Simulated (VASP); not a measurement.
# CdF2 (P-3m1) in VASP: relaxation of cell and atoms with r2SCAN+rVV10

Aim: the relaxation of cell and atoms of CdF2 with r2SCAN+rVV10.

All numbers are computed with VASP 6.6.1; they aren't measurements. Logs are shortened: lines on timing, memory, paths and dates and some standing lists are left out, and cuts for length are marked.

**1. The cell of the first run**

Symmetry: P-3m1, No. 164, trigonal system. The conventional cell has a = 3.287 Å, b = 3.287 Å, c = 9.654 Å, α = 90.00°, β = 90.00°, γ = 120.00°. Cd (site symmetry 3m) has 6 F at 2.26 Å within 3.0 Å. Within 3.1 Å of F (site symmetry 3m) lie 3 Cd at 2.26 Å and 4 F at 2.47 to 3.02 Å. F (site symmetry 3m) has 3 Cd at 2.26 Å and 4 F at 2.47 to 3.03 Å within 3.1 Å.

**2. Relaxation of cell and atoms, r2SCAN+rVV10**

Contents of POSCAR:

```
CdF2
1.0
    3.2868359248      0.0000000000      0.0000000000
   -1.6434179624      2.8464834090      0.0000000000
    0.0000000000      0.0000000000      9.6544104898
Cd F
2 4
Direct
    0.6666666667      0.3333333333      0.2502725842
    0.3333333333      0.6666666667      0.7497274158
    0.3333333333      0.6666666667      0.3781833946
    0.6666666667      0.3333333333      0.8776646636
    0.3333333333      0.6666666667      0.1223353364
    0.6666666667      0.3333333333      0.6218166054
```

Contents of INCAR.step1:

```
  PREC = Accurate
  ENCUT = 660
  ISMEAR = -1
  SIGMA = 0.03
  LREAL = False
  LASPH = True
  NELM = 120
  GGA = PE
  ALGO = Normal
  EDIFF = 1E-5
  LWAVE = True
  LCHARG = False
  GGA_COMPAT = False
  IBRION = 2
  ISIF = 3
  EDIFFG = -0.005
  NELMIN = 4
  NSW = 100
  KPAR = 4
```

Contents of INCAR.step2:

```
  PREC = Accurate
  ENCUT = 660
  EDIFF = 1E-7
  ISMEAR = -1
  SIGMA = 0.03
  LREAL = False
  LASPH = True
  NELM = 120
  ALGO = Normal
  ISIF = 3
  LWAVE = False
  LCHARG = False
  METAGGA = R2SCAN
  LMIXTAU = True
  LUSE_VDW = True
  IVDW_NL = 2
  BPARAM = 11.95
  CPARAM = 0.0093
  IBRION = 2
  NSW = 100
  EDIFFG = -0.01
  ISTART = 1
  GGA_COMPAT = False
  NELMIN = 4
  KPAR = 4
```

Contents of KPOINTS:

```
Automatic mesh
0
Gamma
  12 12 4
```

Potentials or basis: VASP PAW PBE potentials, release 64 (Cd, F).

The run is started by

```bash
$ cat potpaw_PBE.64/Cd/POTCAR potpaw_PBE.64/F/POTCAR > POTCAR
$ cp INCAR.step1 INCAR
$ mpirun -np 4 vasp_std > vasp.out
$ cp INCAR.step2 INCAR
$ mpirun -np 4 vasp_std > vasp.out
```

OUTCAR:

```text
PREC = Accurate
   ENCUT = 660
   EDIFF = 1E-7
   ISMEAR = -1
   LREAL = False
   LASPH = True
   NELM = 120
   ISIF = 3
   METAGGA = R2SCAN
   IVDW_NL = 2
   BPARAM = 11.95
   IBRION = 2
   NSW = 100
   EDIFFG = -0.01
   ISTART = 1
   NELMIN = 4

 ion  position               nearest neighbor table
   1  0.667  0.333  0.250-   3 2.26   3 2.26   3 2.26   5 2.26   5 2.26   5 2.26
   2  0.333  0.667  0.750-   6 2.26   6 2.26   6 2.26   4 2.26   4 2.26   4 2.26
   3  0.333  0.667  0.378-   1 2.26   1 2.26   1 2.26
   4  0.667  0.333  0.878-   2 2.26   2 2.26   2 2.26
   5  0.333  0.667  0.122-   1 2.26   1 2.26   1 2.26
   6  0.667  0.333  0.622-   2 2.26   2 2.26   2 2.26

  LATTYP: Found a hexagonal cell.
 ALAT       =     3.2868359248
 C/A-ratio  =     2.9372961446

  Lattice vectors:

 A1 = (   3.2868359248,   0.0000000000,   0.0000000000)
 A2 = (  -1.6434179624,   2.8464834090,   0.0000000000)
 A3 = (   0.0000000000,   0.0000000000,   9.6544104898)

Analysis of symmetry for initial positions (statically):
=====================================================================
 Subroutine PRICEL returns:
 Original cell was already a primitive cell.

 Routine SETGRP: Setting up the symmetry group for a
 hexagonal supercell.

 Subroutine GETGRP returns: Found 12 space group operations
 (whereof 12 operations were pure point group operations)
 out of a pool of 24 trial point group operations.

The static configuration has the point symmetry D_3d.

Analysis of symmetry for dynamics (positions and initial velocities):
=====================================================================
 Subroutine PRICEL returns:
 Original cell was already a primitive cell.

 Routine SETGRP: Setting up the symmetry group for a
 hexagonal supercell.

 Subroutine GETGRP returns: Found 12 space group operations
 (whereof 12 operations were pure point group operations)
 out of a pool of 24 trial point group operations.

The dynamic configuration has the point symmetry D_3d.

 Subroutine INISYM returns: Found 12 space group operations
 (whereof 12 operations are pure point group operations),
 and found     1 'primitive' translations

----------------------------------------------------------------------------------------

                                     Primitive cell

  volume of cell :      90.3259

  direct lattice vectors                    reciprocal lattice vectors
     3.286835925  0.000000000  0.000000000     0.304243967  0.175655336  0.000000000
    -1.643417962  2.846483409  0.000000000     0.000000000  0.351310672  0.000000000
     0.000000000  0.000000000  9.654410490     0.000000000  0.000000000  0.103579602

  length of vectors
     3.286835925  3.286835925  9.654410490     0.351310672  0.351310672  0.103579602

  position of ions in fractional coordinates (direct lattice)
     0.666666667  0.333333333  0.250272584
     0.333333333  0.666666667  0.749727416
     0.333333333  0.666666667  0.378183395
     0.666666667  0.333333333  0.877664664
     0.333333333  0.666666667  0.122335336
     0.666666667  0.333333333  0.621816605

  ion indices of the primitive-cell ions
   primitive index   ion index
                 1           1
                 2           2
                 3           3
                 4           4
                 5           5
                 6           6

----------------------------------------------------------------------------------------

 KPOINTS: Automatic mesh

Automatic generation of k-mesh.
 Grid dimensions read from file:
 generate k-points for:   12   12    4

 Generating k-lattice:

  Cartesian coordinates                     Fractional coordinates (reciprocal lattice)
     0.025353664  0.014637945  0.000000000     0.083333333  0.000000000  0.000000000
     0.000000000  0.029275889  0.000000000     0.000000000  0.083333333  0.000000000
     0.000000000  0.000000000  0.025894901     0.000000000  0.000000000  0.250000000

  Length of vectors
     0.029275889  0.029275889  0.025894901

  Shift w.r.t. Gamma in fractional coordinates (k-lattice)
     0.000000000  0.000000000  0.000000000

 Subroutine IBZKPT returns following result:
 ===========================================

 Found     69 irreducible k-points:

 Following reciprocal coordinates:
            Coordinates               Weight
  0.000000  0.000000  0.000000      1.000000
  0.083333  0.000000  0.000000      6.000000
  0.166667 -0.000000  0.000000      6.000000
  0.250000  0.000000  0.000000      6.000000
  0.333333 -0.000000  0.000000      6.000000
  0.416667 -0.000000  0.000000      6.000000
[... 16 lines left out ...]
  0.166667 -0.000000  0.250000      6.000000
  0.000000  0.166667  0.250000      6.000000
 [... further k-points ...]
   k-points           NKPTS =     69   k-points in BZ     NKDIM =     69   number of bands    NBANDS=     31
   number of dos      NEDOS =    301   number of ions     NIONS =      6
   total plane-waves  NPLWV =  65856
   dimension x,y,z NGX =    28 NGY =   28 NGZ =   84
   dimension x,y,z NGXF=    56 NGYF=   56 NGZF=  168
   ions per type =               2   4
   NGX,Y,Z   is equivalent  to a cutoff of  14.16, 14.16, 14.46 a.u.
   NGXF,Y,Z  is equivalent  to a cutoff of  28.32, 28.32, 28.93 a.u.
 SYSTEM =  unknown system
   PREC   = accura    normal or accurate (medium, high low for compatibility)
   ISTART =      1    job   : 0-new  1-cont  2-samecut
   ICHARG =      0    charge: 1-file 2-atom 10-const
   ISPIN  =      1    spin polarized calculation?
   LNONCOLLINEAR =      F non collinear calculations
   LSORBIT =      F    spin-orbit coupling
   LASPH  =      T    aspherical Exc in radial PAW
   ENCUT  =  660.0 eV  48.51 Ry    6.96 a.u.   6.89  6.89 20.22*2*pi/ulx,y,z
   NELM   =    120;   NELMIN=  4; NELMDL=  0     # of ELM steps
   EDIFF  = 0.1E-06   stopping-criterion for ELM
   LREAL  =      F    real-space projection
   EDIFFG = -.1E-01   stopping-criterion for IOM
   NSW    =    100    number of steps for IOM
   IBRION =      2    ionic relax: 0-MD 1-quasi-New 2-CG
   NFREE  =      1    steps in history (QN), initial steepest desc. (CG)
   ISIF   =      3    stress and relaxation
   ISYM   =      2    0-nonsym 1-usesym 2-fastsym
   POTIM  = 0.5000    time-step for ionic-motion
   TEBEG  =    0.0;   TEEND  =   0.0 temperature during run
   PSTRESS=    0.0 pullay stress
   NELECT =      52.0000    total number of electrons
   NUPDOWN=      -1.0000    fix difference up-down
   EMIN   =  10.00;   EMAX   =-10.00  energy-range for DOS
   EFERMI =   0.00;   METHOD = LEGACY
   ISMEAR =    -1;   SIGMA  =   0.03  broadening in eV -4-tet -1-fermi 0-gaus
   EFERMI_NEDOS =   21; number of points for ismear=-14 and -15
   IALGO  =     38    algorithm
   IMIX   =      4    mixing-type and parameters
     AMIX     =   0.40;   BMIX     =  1.00
     AMIX_MAG =   1.60;   BMIX_MAG =  1.00
  volume/ion in A,a.u.               =      15.05       101.59
  Fermi-wavevector in a.u.,A,eV,Ry     =   1.361879  2.573578 25.234915  1.854714
  Thomas-Fermi vector in A             =   2.488417
   LORBIT       =      0    0 simple, 1 ext, 2 COOP (PROOUT), +10 PAW based schemes
   METAGGA = R2SCAN    functional components
   LHFCALC =     F    Hartree Fock is set to
   AEXX    =    0.0000 exact exchange contribution
   IVDW_NL    =     2    kernel type
   BPARAM     =11.9500
   IVDW    =     0    specifies the selected vdW correction
   LEPSILON=     F    determine dielectric tensor
   LRPA    =     F    only Hartree local field effects (RPA)
 conjugate gradient relaxation of ions
 non-spin polarized calculation
  energy-cutoff  :      660.00
  volume of cell :       90.33
 maximum number of plane-waves:      3506
   NGX = 13   NGY = 13   NGZ = 41

--------------------------------------- Ionic step        1  -------------------------------------------

 number of electron      51.9999983 magnetization

 Free energy of the ion-electron system (eV)
  ---------------------------------------------------
  ext. energy  EPLUGINS =         0.00000000
  ---------------------------------------------------
  free energy    TOTEN  =       -63.65591152 eV

  energy without entropy =      -63.65591152  energy(sigma->0) =      -63.65591152

------------------------ aborting loop because EDIFF is reached ----------------------------------------

  FORCE on cell =-STRESS in cart. coord.  units (eV):
  Direction    XX          YY          ZZ          XY          YZ          ZX
  --------------------------------------------------------------------------------------
  -------------------------------------------------------------------------------------
  Total        0.2576371      0.2576371     -0.9335771     -0.0000000     -0.0000000      0.0000000
  in kB        4.5698980      4.5698980    -16.5595416     -0.0000000     -0.0000000      0.0000000
  external PRESSURE =      -2.4732485 kB  Pullay stress =       0.0000000 kB
[... 101 lines left out ...]
  FREE ENERGIE OF THE ION-ELECTRON SYSTEM (eV)
  ---------------------------------------------------
  free  energy   TOTEN  =       -63.6912748254 eV

  energy  without entropy=      -63.6912748254  energy(sigma->0) =      -63.69127483

[... ionic steps 4 to 7 ...]

--------------------------------------- Ionic step        8  -------------------------------------------

 number of electron      52.0000025 magnetization

------------------------ aborting loop because EDIFF is reached ----------------------------------------

  FORCE on cell =-STRESS in cart. coord.  units (eV):
  Direction    XX          YY          ZZ          XY          YZ          ZX
  --------------------------------------------------------------------------------------
  -------------------------------------------------------------------------------------
  Total       -0.2108470     -0.2108470     -0.1936955      0.0000000      0.0000000      0.0000000
  in kB       -4.0996812     -4.0996812     -3.7661899      0.0000000      0.0000000      0.0000000
  external PRESSURE =      -3.9885174 kB  Pullay stress =       0.0000000 kB
[... 65 lines left out ...]
  energy  without entropy=      -63.7653498268  energy(sigma->0) =      -63.76534983

--------------------------------------- Ionic step       10  -------------------------------------------

 number of electron      52.0000023 magnetization

 Free energy of the ion-electron system (eV)
  ---------------------------------------------------
  ext. energy  EPLUGINS =         0.00000000
  ---------------------------------------------------
  free energy    TOTEN  =       -63.76580508 eV

  energy without entropy =      -63.76580508  energy(sigma->0) =      -63.76580508

 E-fermi :  -1.2456     XC(G=0): -10.8291

 val. band max:       -1.9209845157   @ k =   0.3333  -0.0000   0.0000
 cond. band min:       0.5516837307   @ k =   0.0000   0.0000   0.0000
 fundamental gap:      2.4726682465
 Fermi energy:        -1.2456379711

 k-point     1 :       0.0000    0.0000    0.0000
  band No.  band energies     occupation
      1     -23.9561      2.00000
      2     -23.5405      2.00000
      3     -23.4446      2.00000
      4     -22.9901      2.00000
      5      -8.0699      2.00000
      6      -7.8950      2.00000
[... 805 lines left out ...]
     30       9.0162      0.00000
     31      11.7827      0.00000

 [... further k-points ...]

------------------------ aborting loop because EDIFF is reached ----------------------------------------

  FORCE on cell =-STRESS in cart. coord.  units (eV):
  Direction    XX          YY          ZZ          XY          YZ          ZX
  --------------------------------------------------------------------------------------
  -------------------------------------------------------------------------------------
  Total       -0.0342107     -0.0342107      0.0309215     -0.0000000      0.0000000      0.0000000
  in kB       -0.6665185     -0.6665186      0.6024361     -0.0000000      0.0000000      0.0000000
  external PRESSURE =      -0.2435337 kB  Pullay stress =       0.0000000 kB
[... 21 lines left out ...]
  FREE ENERGIE OF THE ION-ELECTRON SYSTEM (eV)
  ---------------------------------------------------
  free  energy   TOTEN  =       -63.7658050812 eV

  energy  without entropy=      -63.7658050812  energy(sigma->0) =      -63.76580508

 reached required accuracy - stopping structural energy minimisation
```

Run time: 74 min. Hardware: 4 MPI ranks of Intel Xeon 6975P-C (Granite Rapids), shared host; peak memory 0.66 GiB.

Results:

* Free energy: -63.7658 eV
* Relaxed volume: 13.71 Å³/atom
* Relaxed cell: a = 3.345 Å, b = 3.345 Å, c = 8.487 Å, α = 90.00°, β = 90.00°, γ = 120.00°
* Space group after relaxing (to 0.1 Å): P6_3/mmc (No. 194)
* Energy gained by relaxing: 18.3 meV/atom
* Ionic steps: 10
* Pressure after relaxing: 0.0 GPa
* Largest force after relaxing: 0.005 eV/Å
* Band gap on the k mesh: 2.47 eV (least direct gap 2.75 eV)

Forces in eV/Å, atoms in the order of the input:
```
Cd   0.000  0.000 -0.004
Cd   0.000  0.000  0.004
F    0.000  0.000  0.003
F    0.000  0.000  0.005
F    0.000  0.000 -0.005
F    0.000  0.000 -0.003
```

The path:
```csv
step,energy change (eV),largest force (eV/Å),pressure (GPa),volume (Å³)
1,0.0000,0.1159,-0.25,90.33
2,-0.0102,0.1327,-0.36,90.02
3,-0.0354,0.1914,-0.65,89.07
4,-0.0603,0.3365,-0.94,87.04
5,-0.0679,0.3052,-0.95,86.64
6,-0.0874,0.2117,-0.90,85.45
7,-0.1085,0.0167,-0.56,83.07
8,-0.1094,0.0440,-0.40,82.40
9,-0.1094,0.0327,-0.43,82.52
10,-0.1099,0.0047,-0.02,82.24
```

Final structure:
```
CELL_PARAMETERS angstrom
3.34500 0.00000 0.00000
-1.67250 2.89685 0.00000
0.00000 0.00000 8.48670
ATOMIC_POSITIONS crystal
Cd 0.66667 0.33333 0.25029
Cd 0.33333 0.66667 0.74971
F 0.33333 0.66667 0.39261
F 0.66667 0.33333 0.89211
F 0.33333 0.66667 0.10789
F 0.66667 0.33333 0.60739
```

Levels at points of the mesh, in eV from the valence-band top:
| k point | band 23 | band 24 | band 25 | band 26 | band 27 | band 28 | band 29 | band 30 |
| --- | --- | --- | --- | --- | --- | --- | --- | --- |
| (0.00, 0.00, 0.00) | -0.78 | -0.77 | -0.77 | -0.28 | 2.47 | 4.18 | 8.22 | 10.71 |
| (0.50, 0.00, 0.00) | -0.88 | -0.61 | -0.36 | -0.02 | 7.65 | 7.67 | 8.12 | 8.49 |
| (0.00, 0.00, 0.50) | -0.77 | -0.77 | -0.77 | -0.77 | 3.33 | 3.33 | 9.35 | 9.35 |
| (0.50, 0.00, 0.50) | -0.56 | -0.56 | -0.37 | -0.37 | 7.68 | 7.68 | 8.29 | 8.29 |

Caveat: the PAW data sets were made with another functional, which shifts forces and pressure a little. A k mesh can miss the band edges.
